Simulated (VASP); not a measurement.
Here is a VASP 6.6.1 calculation.

INCAR

```
PREC = Accurate
ENCUT = 520
EDIFF = 1E-7
ISMEAR = -1
SIGMA = 0.08
LREAL = False
LASPH = True
NELM = 60
ALGO = Normal
ISIF = 2
LWAVE = False
LCHARG = False
GGA = PE
NBANDS = 10
```

KPOINTS

```
regular mesh
0
Gamma
  10 10 9
```

File POSCAR:

```
K
1.0
    3.8377823293      0.0000000000      0.0000000000
   -1.9188911646      3.3236169914      0.0000000000
    0.0000000000      0.0000000000      3.6075153896
K
1
Direct
    0.0000000000      0.0000000000      0.0000000000
```

Potentials or basis: VASP PAW PBE potentials, release 64 (K_sv).

Run with:

```sh
$ cat potpaw_PBE.64/K_sv/POTCAR > POTCAR
$ mpirun -np 1 vasp_std > vasp.out
```

Question: Estimate the pressure.

Answer: 4.1 GPa.

Stress tensor (GPa, compression positive):
```
4.25 0.00 0.00
0.00 4.25 0.00
0.00 0.00 3.93
```
